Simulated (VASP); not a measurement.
# Al (Fm-3m) in VASP: notebook, part 2 of 2

VASP 6.6.1. Earlier steps stand in the parts before.

### 3 Single point, PBEsol+D3(BJ)

This run uses another cell than the first one, of 15.59 Å³/atom, 0.962 times its volume.

The input, INCAR:

```
SYSTEM = Al
PREC     = Accurate       ! precision mode
ENCUT    = 520            ! plane-wave cutoff, eV
EDIFF    = 1E-6           ! SCF threshold, eV
ISMEAR   = -1             ! smearing method
SIGMA    = 0.05           ! smearing width, eV
LREAL    = .FALSE.        ! projectors in reciprocal space
LASPH    = .TRUE.         ! aspherical terms in the spheres
NELM     = 60             ! most SCF steps
ALGO     = Fast           ! electronic algorithm
ISIF     = 2              ! what is computed and relaxed
LWAVE    = .FALSE.        ! write WAVECAR
LCHARG   = .FALSE.        ! write CHGCAR
GGA      = PS             ! functional
IVDW     = 12             ! dispersion correction
NBANDS   = 8              ! bands
```

The input, KPOINTS:

```
Automatic mesh
0
G
  11 11 11
  0 0 0
```

The input, POSCAR:

```
Al
1.0
    0.0000000000      1.9829212988      1.9829212988
    1.9829212988      0.0000000000      1.9829212988
    1.9829212988      1.9829212988      0.0000000000
Al
1
Direct
    0.0000000000      0.0000000000      0.0000000000
```

Potentials or basis: VASP PAW PBE potentials, release 64 (Al).

Launch:

```console
> cat potpaw_PBE.64/Al/POTCAR > POTCAR
> mpirun -np 1 vasp_std > vasp.out
```

OUTCAR:

```text
SYSTEM = Al
   PREC = Accurate
   ENCUT = 520
   EDIFF = 1E-6
   ISMEAR = -1
   LREAL = .FALSE.
   LASPH = .TRUE.
   NELM = 60
   ISIF = 2
   GGA = PS
   IVDW = 12
 IVDW          = 12

 ion  position               nearest neighbor table
   1  0.000  0.000  0.000-

  LATTYP: Found a face centered cubic cell.
 ALAT       =     3.9658425976

  Lattice vectors:

 A1 = (   0.0000000000,   1.9829212988,   1.9829212988)
 A2 = (   1.9829212988,   0.0000000000,   1.9829212988)
 A3 = (   1.9829212988,   1.9829212988,   0.0000000000)

Analysis of symmetry for initial positions (statically):
=====================================================================
 Subroutine PRICEL returns:
 Original cell was already a primitive cell.

 Routine SETGRP: Setting up the symmetry group for a
 face centered cubic supercell.

 Subroutine GETGRP returns: Found 48 space group operations
[... 9 lines left out ...]

 Routine SETGRP: Setting up the symmetry group for a
 face centered cubic supercell.

 Subroutine GETGRP returns: Found 48 space group operations
[... 150 lines left out ...]
 E-fermi :   8.5451     XC(G=0): -10.4646

 val. band max:        8.5005999639   @ k =  -0.4545   0.3636   0.0000
 cond. band min:       8.5808236033   @ k =   0.4545   0.1818   0.0909
 fundamental gap:      0.0802236394
 Fermi energy:         8.5451053776

 k-point     1 :       0.0000    0.0000    0.0000
  band No.  band energies     occupation
      1      -2.9752      2.00000
      2      21.4611      0.00000
      3      21.4611      0.00000
      4      21.4611      0.00000
      5      23.3914      0.00000
      6      23.3914      0.00000
      7      23.3914      0.00000
      8      25.4511      0.00000
[... 243 lines left out ...]
 k-point    24 :      -0.1818    0.1818    0.0000
  band No.  band energies     occupation
      1      -0.5102      2.00000
      2      12.4531      0.00000
      3      14.0817      0.00000
      4      20.8710      0.00000
      5      22.9458      0.00000
      6      23.8706      0.00000
      7      25.2878      0.00000
      8      26.2288      0.00000

 [... further k-points ...]

------------------------ aborting loop because EDIFF is reached ----------------------------------------

 Edisp (eV)   -0.33621

 E8    (eV) :    -0.2264

  FORCE on cell =-STRESS in cart. coord.  units (eV):
  Direction    XX          YY          ZZ          XY          YZ          ZX
  --------------------------------------------------------------------------------------
  -------------------------------------------------------------------------------------
  Total       0.00395     0.00395     0.00395    -0.00000    -0.00000     0.00000
  in kB       0.40550     0.40550     0.40550    -0.00000    -0.00000     0.00000
  external pressure =        0.41 kB  Pullay stress =        0.00 kB

 VOLUME and BASIS-vectors are now :
 -----------------------------------------------------------------------------
  energy-cutoff  :      520.00
  volume of cell :       15.59
      direct lattice vectors                 reciprocal lattice vectors
     0.000000000  1.982921299  1.982921299    -0.252153225  0.252153225  0.252153225
     1.982921299  0.000000000  1.982921299     0.252153225 -0.252153225  0.252153225
     1.982921299  1.982921299  0.000000000     0.252153225  0.252153225 -0.252153225

 POSITION                                       TOTAL-FORCE (eV/Angst)
 -----------------------------------------------------------------------------------
      0.00000      0.00000      0.00000        -0.000000     -0.000000     -0.000000
 -----------------------------------------------------------------------------------
    total drift:                               -0.000000      0.000000     -0.000000

  FREE ENERGIE OF THE ION-ELECTRON SYSTEM (eV)
  ---------------------------------------------------
  free  energy   TOTEN  =        -4.4313785631 eV

  energy  without entropy=       -4.4275181509  energy(sigma->0) =       -4.42944836
```

stdout:

```text
POSCAR found type information on POSCAR Al
 POSCAR found :  1 types and       1 ions
 scaLAPACK will be used
 -----------------------------------------------------------------------------
|                                                                             |
|                                                                             |
|     You enforced a specific xc type in the INCAR file but a different       |
|     I HOPE YOU KNOW WHAT YOU ARE DOING!                                     |
|                                                                             |
 -----------------------------------------------------------------------------

 LDA part: xc-table for (Slater+PW92), standard interpolation
 POSCAR, INCAR and KPOINTS ok, starting setup
 FFT: planning ... GRIDC
 FFT: planning ... GRID_SOFT
 FFT: planning ... GRID
 WAVECAR not read
 entering main loop
```

Wall time 5.8 s (1 thread of AMD EPYC 7R13 (Zen 3), shared host); peak memory 0.11 GiB.

What came out:

| Quantity | Value |
| --- | --- |
| Free energy | -4.4314 eV |
| Pressure | 0.0 GPa |
| Dispersion energy per atom | -0.336 eV |

Caveat: the PAW data sets were made with another functional, which shifts forces and pressure a little; pairwise dispersion overbinds metals, which lowers pressure and volume.

### 4 Single point, PBEsol+D3(BJ)

This run uses another cell than the first one, of 15.66 Å³/atom, 0.966 times its volume.

The input, INCAR:

```
SYSTEM = Al
PREC = Accurate
ENCUT = 520
EDIFF = 1E-7
ISMEAR = -1
SIGMA = 0.05
LREAL = .False.
LASPH = .True.
NELM = 60
ALGO = Normal
ISIF = 2
LWAVE = .False.
LCHARG = .False.
GGA = PS
IVDW = 12
NBANDS = 8
```

The input, KPOINTS:

```
regular mesh
0
Gamma
  11 11 11
  0 0 0
```

The input, POSCAR:

```
Al
1.0
    0.0000000000      1.9856534960      1.9856534960
    1.9856534960      0.0000000000      1.9856534960
    1.9856534960      1.9856534960      0.0000000000
Al
1
Direct
    0.0000000000      0.0000000000      0.0000000000
```

Potentials or basis: VASP PAW PBE potentials, release 64 (Al).

Launch:

```console
> cat potpaw_PBE.64/Al/POTCAR > POTCAR
> mpirun -np 1 vasp_std > vasp.out
```

OUTCAR:

```text
SYSTEM = Al
   PREC = Accurate
   ENCUT = 520
   EDIFF = 1E-7
   ISMEAR = -1
   LREAL = .False.
   LASPH = .True.
   NELM = 60
   ISIF = 2
   GGA = PS
   IVDW = 12
 IVDW          = 12

 ion  position               nearest neighbor table
   1  0.000  0.000  0.000-

  LATTYP: Found a face centered cubic cell.
 ALAT       =     3.9713069920

  Lattice vectors:

 A1 = (   0.0000000000,   1.9856534960,   1.9856534960)
[... 443 lines left out ...]
      7      25.1900      0.00000
      8      26.1332      0.00000

 [... further k-points ...]

------------------------ aborting loop because EDIFF is reached ----------------------------------------

 Edisp (eV)   -0.33480

 E8    (eV) :    -0.2255

  FORCE on cell =-STRESS in cart. coord.  units (eV):
  Direction    XX          YY          ZZ          XY          YZ          ZX
  --------------------------------------------------------------------------------------
  -------------------------------------------------------------------------------------
  Total      -0.03276    -0.03276    -0.03276    -0.00000     0.00000     0.00000
  in kB      -3.35258    -3.35258    -3.35258    -0.00000     0.00000     0.00000
  external pressure =       -3.35 kB  Pullay stress =        0.00 kB

 VOLUME and BASIS-vectors are now :
 -----------------------------------------------------------------------------
  energy-cutoff  :      520.00
  volume of cell :       15.66
      direct lattice vectors                 reciprocal lattice vectors
     0.000000000  1.985653496  1.985653496    -0.251806270  0.251806270  0.251806270
     1.985653496  0.000000000  1.985653496     0.251806270 -0.251806270  0.251806270
     1.985653496  1.985653496  0.000000000     0.251806270  0.251806270 -0.251806270

 POSITION                                       TOTAL-FORCE (eV/Angst)
 -----------------------------------------------------------------------------------
      0.00000      0.00000      0.00000         0.000000      0.000000      0.000000
 -----------------------------------------------------------------------------------
    total drift:                               -0.000000      0.000000      0.000000

  FREE ENERGIE OF THE ION-ELECTRON SYSTEM (eV)
  ---------------------------------------------------
  free  energy   TOTEN  =        -4.4313209392 eV

  energy  without entropy=       -4.4274519998  energy(sigma->0) =       -4.42938647
```

OSZICAR:

```text
N       E                     dE             d eps       ncg     rms          rms(c)
DAV:   1    -0.250476049046E+01   -0.25048E+01   -0.93186E+02   896   0.210E+02
DAV:   2    -0.411746764898E+01   -0.16127E+01   -0.15196E+01  1240   0.198E+01
DAV:   3    -0.412575555216E+01   -0.82879E-02   -0.82845E-02  1168   0.164E+00
DAV:   4    -0.412577146368E+01   -0.15912E-04   -0.15912E-04  1408   0.608E-02
DAV:   5    -0.412577149070E+01   -0.27013E-07   -0.26023E-07  1160   0.157E-03    0.149E+00
DAV:   6    -0.410832115541E+01    0.17450E-01   -0.19226E-03  1200   0.183E-01    0.841E-01
DAV:   7    -0.409653868625E+01    0.11782E-01   -0.52960E-03  1216   0.294E-01    0.181E-01
DAV:   8    -0.409652137822E+01    0.17308E-04   -0.20303E-05  1304   0.300E-02    0.172E-02
DAV:   9    -0.409652075166E+01    0.62656E-06   -0.29069E-07  1256   0.263E-03    0.694E-04
DAV:  10    -0.409652057815E+01    0.17351E-06   -0.26316E-09  1168   0.330E-04    0.438E-04
DAV:  11    -0.409652056754E+01    0.10616E-07   -0.72623E-11   752   0.457E-05
   1 F= -.44313209E+01 E0= -.44293865E+01  d E =-.386894E-02
```

Run time: 5.5 s. Hardware: 1 thread of AMD EPYC 7R13 (Zen 3), shared host; peak memory 0.11 GiB.

Results:

```
Free energy                : -4.4313 eV
Pressure                   : -0.3 GPa
Dispersion energy per atom : -0.335 eV
```

Levels at points of the mesh, in eV from the Fermi level:
| k point | band 1 | band 2 | band 3 | band 4 |
| --- | --- | --- | --- | --- |
| (0.00, 0.00, 0.00) | -11.49 | 12.89 | 12.89 | 12.89 |

Caveat: three body term missing; the PAW data sets were made with another functional, which shifts forces and pressure a little; pairwise dispersion overbinds metals, which lowers pressure and volume.

### 5 Overview

| level | cell | gap on the mesh (eV) | pressure (GPa) |
| --- | --- | --- | --- |
| PBEsol | a = 2.841 Å, angles 60.0°, 1 atom | none | 0.0 |
| PBEsol+D3(BJ) | a = 2.804 Å, angles 60.0°, 1 atom | none | 0.0 |
| PBEsol+D3(BJ) | a = 2.808 Å, angles 60.0°, 1 atom | none | -0.3 |

Alike in all rows: task single point; potentials or basis VASP PAW PBE potentials, release 64 (Al); no spin polarisation; k mesh 11 × 11 × 11; cutoff (eV) 520; smearing fermi-dirac 0.05 eV.

Caveats: the PAW data sets were made with another functional, which shifts forces and pressure a little; pairwise dispersion overbinds metals, which lowers pressure and volume (some runs); three body term missing (some runs).

Total energies depend on the potentials used, so only differences within one code and one set of settings carry meaning.
